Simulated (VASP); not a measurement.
A run of VASP 6.6.1 is set up as follows.

The input INCAR:

```
SYSTEM = GdSeO
PREC = Accurate ; ENCUT = 600
EDIFF = 1E-6 ; ISMEAR = -1
SIGMA = 0.1 ; LREAL = .False.
LASPH = .True. ; NELM = 150
ALGO = Normal ; ISIF = 3
LWAVE = .False. ; LCHARG = .False.
ISPIN = 2 ; MAGMOM = 6.9 6.9 0 0 0 0
LORBIT = 11 ; LMAXMIX = 6
LDAU = .True. ; LDAUTYPE = 2
LDAUL = 3 -1 -1 ; LDAUU = 2 0 0
LDAUJ = 0 0 0 ; LDAUPRINT = 1
GGA = PE ; IBRION = 2
NSW = 60 ; EDIFFG = -0.01
```

Contents of KPOINTS:

```
regular mesh
0
Gamma
  5 5 3
  0 0 0
```

The input POSCAR:

```
GdSeO
1.0
    3.9544215500      0.0000000000      0.0000000000
    0.0000000000      3.9544215500      0.0000000000
    0.0000000000      0.0000000000      6.9094111500
Gd Se O
2 2 2
Direct
    0.2500000000      0.2500000000      0.1895500000
    0.7500000000      0.7500000000      0.8104500000
    0.2500000000      0.2500000000      0.6367000000
    0.7500000000      0.7500000000      0.3633000000
    0.7500000000      0.2500000000      0.0000000000
    0.2500000000      0.7500000000      0.0000000000
```

Potentials or basis: VASP PAW PBE potentials, release 64 (Gd, Se, O).

Run with:

```bash
$ cat potpaw_PBE.64/Gd/POTCAR potpaw_PBE.64/Se/POTCAR potpaw_PBE.64/O/POTCAR > POTCAR
$ mpirun -np 1 vasp_std > vasp.out
```

**Question.** What does it give for the site moments?

**Answer.** Gd +6.80; Se -0.03; O -0.02 μB.

**Question.** Predict the relaxed volume.

**Answer.** 19.64 Å³/atom.

**Question.** What does it give for the space group after relaxing (to 0.05 Å)?

**Answer.** P4/nmm (No. 129).

Eigenvalues of the final occupation matrices:
```csv
site,spin,trace,eigenvalues
site 1 f,1,6.94,0.99 0.99 0.99 0.99 0.99 0.99 0.99
site 1 f,2,0.09,0.01 0.01 0.01 0.01 0.01 0.02 0.02
site 2 f,1,6.94,0.99 0.99 0.99 0.99 0.99 0.99 0.99
site 2 f,2,0.09,0.01 0.01 0.01 0.01 0.01 0.02 0.02
```

Caveat: spin-orbit coupling is left out, which moves the levels of the heavy elements. The state reached can hang on the start; a lower one may exist.
